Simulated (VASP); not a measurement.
A run of VASP 6.6.1:

Contents of INCAR:

```
SYSTEM = TiSi2
PREC = Accurate ; ENCUT = 520
EDIFF = 1E-8 ; ISMEAR = -1
SIGMA = 0.08 ; LREAL = .FALSE.
LASPH = .TRUE. ; NELM = 80
ALGO = Normal ; ISIF = 2
LWAVE = .FALSE. ; LCHARG = .FALSE.
GGA = PE ; LEFG = .TRUE.
NBANDS = 29
```

KPOINTS

```
regular mesh
0
G
  8 8 8
  0 0 0
```

Contents of POSCAR:

```
TiSi2
1.0
    0.0000000000      4.0339355957      4.1745062023
    2.3377822484      0.0000000000      4.1745062023
    2.3377822484      4.0339355957      0.0000000000
Ti Si
2 4
Direct
    0.7500000000      0.7500000000      0.7500000000
    0.5000000000      0.5000000000      0.5000000000
    0.0830000000      0.4170000000      0.0830000000
    0.4170000000      0.0830000000      0.4170000000
    0.1670000000      0.8330000000      0.1670000000
    0.8330000000      0.1670000000      0.8330000000
```

Potentials or basis: VASP PAW PBE potentials, release 64 (Ti_sv, Si).

The run is started by

```bash
$ cat potpaw_PBE.64/Ti_sv/POTCAR potpaw_PBE.64/Si/POTCAR > POTCAR
$ mpirun -np 1 vasp_std > vasp.out
```

Hardware: 1 thread of Intel(R) Xeon(R) Platinum 8488C (Sapphire Rapids), on a shared host.

Task: Estimate the wall time of this run.

Result: Run time: 4.6 min on 1 thread of Intel(R) Xeon(R) Platinum 8488C (Sapphire Rapids) (shared host), peak memory 0.35 GiB. Counts: scf iterations 18, k points 95.
